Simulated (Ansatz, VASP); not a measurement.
## GaS3 in VASP and in Ansatz

File INCAR:

```
PREC     = Accurate       # precision mode
ENCUT    = 600            # plane-wave cutoff, eV
EDIFF    = 1E-6           # SCF threshold, eV
ISMEAR   = 0              # smearing method
SIGMA    = 0.1            # smearing width, eV
LREAL    = F              # projectors in reciprocal space
LASPH    = T              # aspherical terms in the spheres
NELM     = 80             # most SCF steps
ALGO     = Normal         # electronic algorithm
ISIF     = 3              # what is computed and relaxed
LWAVE    = F              # write WAVECAR
LCHARG   = F              # write CHGCAR
GGA      = PE             # functional
IBRION   = 2              # ionic algorithm
NSW      = 100            # ionic steps
EDIFFG   = -0.01          # ionic threshold
```

Contents of KPOINTS:

```
Automatic mesh
0
Gamma
  10 10 14
```

File POSCAR:

```
GaS3
1.0
    4.5421044831      0.0000000000      0.0000000000
    0.0000000000      4.5421044831      0.0000000000
    0.0000000000      0.0000000000      3.2316040008
Ga S
1 3
Direct
    0.0000000000      0.0000000000      0.0000000000
    0.0000000000      0.5000000000      0.5000000000
    0.5000000000      0.0000000000      0.5000000000
    0.5000000000      0.5000000000      0.0000000000
```

Input for Ansatz:

```yaml
crystal:
  lattice:
    - [4.5421044831, 0.0, 0.0]
    - [0.0, 4.5421044831, 0.0]
    - [0.0, 0.0, 3.2316040008]
  atoms:
    - { symbol: Ga, position: [0.0, 0.0, 0.0] }
    - { symbol: S, position: [0.0, 0.5, 0.5] }
    - { symbol: S, position: [0.5, 0.0, 0.5] }
    - { symbol: S, position: [0.5, 0.5, 0.0] }
basis:
  ecutwfc: 420
kpoints:
  mp_grid: { grid: [10, 10, 14] }
hamiltonian:
  xc: pbe
scf:
  occupations: { method: gaussian, width: 0.1 }
output:
  forces: true
  stress: true
  eigenvalues: true
relax:
  adjacent_minimum: "off"
  f_tol: 0.01
  max_steps: 80
  cell: { stress_tol: 0.05 }
```

Alike in both runs: task relaxation of cell and atoms; functional PBE; k mesh 10 × 10 × 14; occupations gaussian, width 0.1 eV; no spin polarisation.

|  | VASP | Ansatz |
| --- | --- | --- |
| version | VASP 6.6.1 | Ansatz 0.2.0 |
| potentials or method | VASP PAW PBE potentials, release 64 (Ga_d, S), cutoff 600 eV | scalar-relativistic, plane waves, PAW |
| valence electrons in the cell | 31 | 31 |

|  | VASP | Ansatz | Ansatz less VASP |
| --- | --- | --- | --- |
| gap on the k mesh at the Fermi level, each at its own relaxed structure (eV) | none | none | - |
| relaxed volume (Å³/atom) | 16.64 | 16.65 | +0.012 |
| relaxed length of the cell vector where the two differ most in proportion (Å) | 4.541 | 4.543 | +0.0019 |

A gap of «none» marks a metal or a gap that the smearing closes.
